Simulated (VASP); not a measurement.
# MoS2 (P6_3/mmc) in VASP: notebook, part 2 of 2

VASP 6.6.1.

## 4. Electric field gradients, LDA (18.09 Å³/atom)

This run uses another cell than the first one, of 18.09 Å³/atom.

The input, INCAR:

```
PREC     = Accurate       # precision mode
ENCUT    = 520            # plane-wave cutoff, eV
EDIFF    = 1E-8           # SCF threshold, eV
ISMEAR   = -1             # smearing method
SIGMA    = 0.03           # smearing width, eV
LREAL    = False          # projectors in reciprocal space
LASPH    = True           # aspherical terms in the spheres
NELM     = 100            # most SCF steps
ALGO     = Normal         # electronic algorithm
ISIF     = 2              # what is computed and relaxed
LWAVE    = False          # write WAVECAR
LCHARG   = False          # write CHGCAR
GGA      = CA             # functional
LEFG     = True         
NBANDS   = 35             # bands
```

The input, KPOINTS:

```
Automatic mesh
0
Gamma
  10 10 3
```

The input, POSCAR:

```
MoS2
1.0
    3.1819359971      0.0000000000      0.0000000000
   -1.5909679986      2.7556374067      0.0000000000
    0.0000000000      0.0000000000     12.3764262140
Mo S
2 4
Direct
    0.3333333333      0.6666666667      0.2500000000
    0.6666666667      0.3333333333      0.7500000000
    0.3333333333      0.6666666667      0.6275000000
    0.6666666667      0.3333333333      0.1275000000
    0.3333333333      0.6666666667      0.8725000000
    0.6666666667      0.3333333333      0.3725000000
```

Potentials or basis: VASP PAW LDA potentials, release 64 (Mo_sv, S).

Launch:

```sh
$ cat potpaw_LDA.64/Mo_sv/POTCAR potpaw_LDA.64/S/POTCAR > POTCAR
$ mpirun -np 1 vasp_std > vasp.out
```

OUTCAR:

```text
PREC = Accurate
   ENCUT = 520
   EDIFF = 1E-8
   ISMEAR = -1
   LREAL = False
   LASPH = True
   NELM = 100
   ISIF = 2
   GGA = CA

 ion  position               nearest neighbor table
   1  0.333  0.667  0.250-   4 2.38   6 2.38   4 2.38   6 2.38   4 2.38   6 2.38
   2  0.667  0.333  0.750-   3 2.38   5 2.38   3 2.38   5 2.38   3 2.38   5 2.38
   3  0.333  0.667  0.627-   2 2.38   2 2.38   2 2.38
   4  0.667  0.333  0.127-   1 2.38   1 2.38   1 2.38
   5  0.333  0.667  0.873-   2 2.38   2 2.38   2 2.38
   6  0.667  0.333  0.373-   1 2.38   1 2.38   1 2.38

  LATTYP: Found a hexagonal cell.
 ALAT       =     3.1819359971
 C/A-ratio  =     3.8895899306

  Lattice vectors:

 A1 = (   3.1819359971,   0.0000000000,   0.0000000000)
 A2 = (  -1.5909679986,   2.7556374067,   0.0000000000)
 A3 = (   0.0000000000,   0.0000000000,  12.3764262140)

Analysis of symmetry for initial positions (statically):
=====================================================================
 Subroutine PRICEL returns:
 Original cell was already a primitive cell.

 Routine SETGRP: Setting up the symmetry group for a
 hexagonal supercell.
[... 1126 lines left out ...]
    total drift:                               -0.000000      0.000000     -0.000000

  FREE ENERGIE OF THE ION-ELECTRON SYSTEM (eV)
  ---------------------------------------------------
  free  energy   TOTEN  =       -48.8652036667 eV

  energy  without entropy=      -48.8652036424  energy(sigma->0) =      -48.86520365

 Electric field gradients (V/A^2)
---------------------------------------------------------------------
 ion       V_xx      V_yy      V_zz      V_xy      V_xz      V_yz
---------------------------------------------------------------------
   1      47.129    47.128   -94.257    -0.001     0.000    -0.000
   2      47.129    47.128   -94.257    -0.001    -0.000     0.000
   3      30.750    30.750   -61.500     0.001     0.000    -0.000
   4      30.750    30.750   -61.500     0.001    -0.000     0.000
   5      30.750    30.750   -61.500     0.001    -0.000     0.000
   6      30.750    30.750   -61.500     0.001     0.000    -0.000
---------------------------------------------------------------------

 Electric field gradients after diagonalization (V/A^2)
 (convention: |V_zz| > |V_xx| > |V_yy|)
----------------------------------------------------------------------
 ion       V_xx      V_yy      V_zz     asymmetry (V_yy - V_xx)/ V_zz
----------------------------------------------------------------------
   1      47.130    47.128   -94.257       0.000
   2      47.130    47.128   -94.257       0.000
   3      30.751    30.749   -61.500       0.000
   4      30.751    30.749   -61.500       0.000
   5      30.751    30.749   -61.500       0.000
   6      30.751    30.749   -61.500       0.000
----------------------------------------------------------------------

           NMR quadrupolar parameters

 Cq : quadrupolar parameter    Cq=e*Q*V_zz/h
 eta: asymmetry parameters     (V_yy - V_xx)/ V_zz
 Q  : nuclear electric quadrupole moment in mb (millibarn)
----------------------------------------------------------------------
 ion       Cq(MHz)       eta       Q (mb)
----------------------------------------------------------------------
   1      -0.228       0.000       1.000
   2      -0.228       0.000       1.000
   3      -0.149       0.000       1.000
   4      -0.149       0.000       1.000
   5      -0.149       0.000       1.000
   6      -0.149       0.000       1.000
----------------------------------------------------------------------
```

Wall time 2.4 min (1 thread of Intel Xeon 8259CL, shared host); peak memory 0.24 GiB.

What came out:

```yaml
Free_energy: -48.8652 eV
Pressure: -1.9 GPa
Largest_force: 0.408 eV/Å
Band_gap_on_the_k_mesh: 0.84 eV (least direct gap 1.82 eV)
Largest_electric_field_gradient_by_atom: Mo -94.3; S -61.5 V/Å²
```

Forces in eV/Å, atoms in the order of the input:
```
Mo   0.000  0.000  0.000
Mo   0.000  0.000  0.000
S    0.000  0.000 -0.408
S    0.000  0.000 -0.408
S    0.000  0.000  0.408
S    0.000  0.000  0.408
```

Stress tensor (GPa, compression positive):
```
-4.05  0.00  0.00
 0.00 -4.05  0.00
 0.00  0.00  2.35
```

Levels at points of the mesh, in eV from the valence-band top:
```
           k point  band 23  band 24  band 25  band 26  band 27  band 28  band 29  band 30
(0.00, 0.00, 0.00)    -2.50    -1.28    -1.12     0.00     1.94     1.94     1.96     1.96
(0.50, 0.00, 0.00)    -1.99    -1.84    -1.54    -1.41     1.35     1.39     1.83     2.02
```

Electric field gradients, principal values (V/Å²):
| atom | least | middle | greatest (by size) |
| --- | --- | --- | --- |
| 1 Mo | 47.128 | 47.130 | -94.257 |
| 2 Mo | 47.128 | 47.130 | -94.257 |
| 3 S | 30.749 | 30.751 | -61.500 |
| 4 S | 30.749 | 30.751 | -61.500 |
| 5 S | 30.749 | 30.751 | -61.500 |
| 6 S | 30.749 | 30.751 | -61.500 |

Caveat: without QUAD_EFG the Cq values of the log hold for a quadrupole moment of 1 mb, not for the nuclei; an odd mesh through Γ misses points on the zone boundary, where band edges can lie.

## 5. Electric field gradients, LDA (18.09 Å³/atom)

This run uses another cell than the first one, of 18.09 Å³/atom.

The input, INCAR:

```
SYSTEM = MoS2
PREC = Accurate
ENCUT = 520
EDIFF = 1E-8
ISMEAR = -1
SIGMA = 0.03
LREAL = .False.
LASPH = .True.
NELM = 60
ALGO = Normal
ISIF = 2
LWAVE = .False.
LCHARG = .False.
LEFG = .True.
NBANDS = 35
```

The input, KPOINTS:

```
Automatic mesh
0
Gamma
  10 10 3
  0 0 0
```

POSCAR is that of step 4.

Potentials or basis: VASP PAW LDA potentials, release 64 (Mo_sv, S).

Launch:

```sh
$ cat potpaw_LDA.64/Mo_sv/POTCAR potpaw_LDA.64/S/POTCAR > POTCAR
$ mpirun -np 1 vasp_std > vasp.out
```

OUTCAR:

```text
SYSTEM = MoS2
   PREC = Accurate
   ENCUT = 520
   EDIFF = 1E-8
   ISMEAR = -1
   LREAL = .False.
   LASPH = .True.
   NELM = 60
   ISIF = 2

 ion  position               nearest neighbor table
   1  0.333  0.667  0.250-   4 2.38   6 2.38   4 2.38   6 2.38   4 2.38   6 2.38
   2  0.667  0.333  0.750-   3 2.38   5 2.38   3 2.38   5 2.38   3 2.38   5 2.38
   3  0.333  0.667  0.627-   2 2.38   2 2.38   2 2.38
   4  0.667  0.333  0.127-   1 2.38   1 2.38   1 2.38
   5  0.333  0.667  0.873-   2 2.38   2 2.38   2 2.38
   6  0.667  0.333  0.373-   1 2.38   1 2.38   1 2.38

  LATTYP: Found a hexagonal cell.
 ALAT       =     3.1819359971
 C/A-ratio  =     3.8895899306

  Lattice vectors:

 A1 = (   3.1819359971,   0.0000000000,   0.0000000000)
 A2 = (  -1.5909679986,   2.7556374067,   0.0000000000)
 A3 = (   0.0000000000,   0.0000000000,  12.3764262140)

Analysis of symmetry for initial positions (statically):
=====================================================================
 Subroutine PRICEL returns:
 Original cell was already a primitive cell.

 Routine SETGRP: Setting up the symmetry group for a
 hexagonal supercell.

 Subroutine GETGRP returns: Found 24 space group operations
 (whereof 12 operations were pure point group operations)
 out of a pool of 24 trial point group operations.

The static configuration has the point symmetry D_3d.
 The point group associated with its full space group is D_6h.

Analysis of symmetry for dynamics (positions and initial velocities):
=====================================================================
 Subroutine PRICEL returns:
 Original cell was already a primitive cell.

 Routine SETGRP: Setting up the symmetry group for a
[... 1090 lines left out ...]
  Total       -2.7452219     -2.7452219      1.5907054      0.0000000     -0.0000000      0.0000000
  in kB      -40.5302493    -40.5302493     23.4850548      0.0000000     -0.0000000      0.0000000
  external PRESSURE =     -19.1918146 kB  Pullay stress =       0.0000000 kB

 VOLUME and BASIS-vectors are now :
 -----------------------------------------------------------------------------
  energy-cutoff  :      520.00
  volume of cell :      108.52
      direct lattice vectors                 reciprocal lattice vectors
     3.181935997  0.000000000  0.000000000     0.314274077  0.181446223  0.000000000
    -1.590967999  2.755637407  0.000000000     0.000000000  0.362892446  0.000000000
     0.000000000  0.000000000 12.376426214     0.000000000  0.000000000  0.080798769

 POSITION                                       TOTAL-FORCE (eV/Angst)
 -----------------------------------------------------------------------------------
     -0.00000      1.83709      3.09411        -0.000000      0.000000      0.000000
      1.59097      0.91855      9.28232         0.000000     -0.000000      0.000000
     -0.00000      1.83709      7.76621        -0.000000      0.000000     -0.407711
      1.59097      0.91855      1.57799         0.000000     -0.000000     -0.407711
     -0.00000      1.83709     10.79843        -0.000000      0.000000      0.407711
      1.59097      0.91855      4.61022         0.000000     -0.000000      0.407711
 -----------------------------------------------------------------------------------
    total drift:                               -0.000000      0.000000     -0.000000

  FREE ENERGIE OF THE ION-ELECTRON SYSTEM (eV)
  ---------------------------------------------------
  free  energy   TOTEN  =       -48.8652036667 eV

  energy  without entropy=      -48.8652036424  energy(sigma->0) =      -48.86520365

 Electric field gradients (V/A^2)
---------------------------------------------------------------------
 ion       V_xx      V_yy      V_zz      V_xy      V_xz      V_yz
---------------------------------------------------------------------
   1      47.129    47.128   -94.257    -0.001     0.000    -0.000
   2      47.129    47.128   -94.257    -0.001    -0.000     0.000
   3      30.750    30.750   -61.500     0.001     0.000    -0.000
   4      30.750    30.750   -61.500     0.001    -0.000     0.000
   5      30.750    30.750   -61.500     0.001    -0.000     0.000
   6      30.750    30.750   -61.500     0.001     0.000    -0.000
---------------------------------------------------------------------

 Electric field gradients after diagonalization (V/A^2)
 (convention: |V_zz| > |V_xx| > |V_yy|)
----------------------------------------------------------------------
 ion       V_xx      V_yy      V_zz     asymmetry (V_yy - V_xx)/ V_zz
----------------------------------------------------------------------
   1      47.130    47.128   -94.257       0.000
   2      47.130    47.128   -94.257       0.000
   3      30.751    30.749   -61.500       0.000
   4      30.751    30.749   -61.500       0.000
   5      30.751    30.749   -61.500       0.000
   6      30.751    30.749   -61.500       0.000
----------------------------------------------------------------------

           NMR quadrupolar parameters

 Cq : quadrupolar parameter    Cq=e*Q*V_zz/h
 eta: asymmetry parameters     (V_yy - V_xx)/ V_zz
 Q  : nuclear electric quadrupole moment in mb (millibarn)
----------------------------------------------------------------------
 ion       Cq(MHz)       eta       Q (mb)
----------------------------------------------------------------------
   1      -0.228       0.000       1.000
   2      -0.228       0.000       1.000
   3      -0.149       0.000       1.000
   4      -0.149       0.000       1.000
   5      -0.149       0.000       1.000
   6      -0.149       0.000       1.000
----------------------------------------------------------------------
```

Wall time 2.3 min (1 thread of Intel Xeon 8259CL, shared host); peak memory 0.23 GiB.

What came out:

```
Free energy                             : -48.8652 eV
Pressure                                : -1.9 GPa
Largest force                           : 0.408 eV/Å
Band gap on the k mesh                  : 0.84 eV (least direct gap 1.82 eV)
Largest electric field gradient by atom : Mo -94.3; S -61.5 V/Å²
```

Forces in eV/Å, atoms in the order of the input:
```
Mo   0.000  0.000  0.000
Mo   0.000  0.000  0.000
S    0.000  0.000 -0.408
S    0.000  0.000 -0.408
S    0.000  0.000  0.408
S    0.000  0.000  0.408
```

Stress tensor (GPa, compression positive):
```
-4.05  0.00  0.00
 0.00 -4.05  0.00
 0.00  0.00  2.35
```

Electric field gradients, principal values (V/Å²):
| atom | least | middle | greatest (by size) |
| --- | --- | --- | --- |
| 1 Mo | 47.128 | 47.130 | -94.257 |
| 2 Mo | 47.128 | 47.130 | -94.257 |
| 3 S | 30.749 | 30.751 | -61.500 |
| 4 S | 30.749 | 30.751 | -61.500 |
| 5 S | 30.749 | 30.751 | -61.500 |
| 6 S | 30.749 | 30.751 | -61.500 |

Caveat: without QUAD_EFG the Cq values of the log hold for a quadrupole moment of 1 mb, not for the nuclei; an odd mesh through Γ misses points on the zone boundary, where band edges can lie.

## 6. Overview

| cell | gap on the mesh (eV) | pressure (GPa) | largest force (eV/Å) |
| --- | --- | --- | --- |
| a = 3.096, b = 3.096, c = 12.044 Å, angles 90.0, 90.0, 120.0°, 6 atoms | 0.82 | 12.7 | 2.00 |
| a = 3.172, b = 3.172, c = 12.336 Å, angles 90.0, 90.0, 120.0°, 6 atoms | 0.84 | -0.4 | 0.58 |
| a = 3.182, b = 3.182, c = 12.376 Å, angles 90.0, 90.0, 120.0°, 6 atoms | 0.84 | -1.9 | 0.41 |

Alike in all rows: task electric field gradients; level LDA; potentials or basis VASP PAW LDA potentials, release 64 (Mo_sv, S); no spin polarisation; k mesh 10 × 10 × 3; cutoff (eV) 520; smearing fermi-dirac 0.03 eV.

Caveats: an odd mesh through Γ misses points on the zone boundary, where band edges can lie; the cell stands under pressure (at least some runs); forces of over 1 eV/Å act on the atoms, so gaps and moduli don't describe the material at rest (at least some runs).

Total energies depend on the potentials used, so only differences within one code and one set of settings carry meaning.
